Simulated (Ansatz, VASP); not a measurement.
**One calculation of AlN, two programs**

```
Al N
1.0
     3.11100    0.00000    0.00000
    -1.55550    2.69421   -0.06736
     0.00000   -0.12445    4.97800
Al N
2 2
Cartesian
  0.0000 1.7961 -0.0449
  1.5555 0.8358 2.4665
  0.0000 1.7482 1.8716
  1.5555 0.7879 4.3831
```

Change from the starting cell: strain -0.0500 x Voigt [0, 0, 0, 1, 0, 0], atoms carried along.

Alike in both runs: task single point; functional PBEsol; k mesh 9 × 9 × 6; occupations gaussian, width 0.05 eV; no spin polarisation.

|  | VASP | Ansatz |
| --- | --- | --- |
| version | VASP 6.6.1 | Ansatz 0.2.0 |
| potentials or method | VASP PAW PBE potentials, release 64 (Al, N), cutoff 520 eV | scalar-relativistic, plane waves, PAW |
| valence electrons in the cell | 16 | 16 |

```tsv
	VASP	Ansatz	Ansatz less VASP
gap on the k mesh at the Fermi level (eV)	4.01	3.99	-0.016
least direct gap on the mesh (eV)	4.01	3.99	-0.016
pressure (GPa)	0.7	0.7	+0.02
traceless stress, the component that is largest in VASP (GPa)	6.39	6.34	-0.047
rms of the force components (eV/Å)	0.195	0.192	-0.0028
```

VASP's potentials were made for PBE, not for PBEsol. Atom by atom the forces differ by 0.003 eV/Å (rms over components).
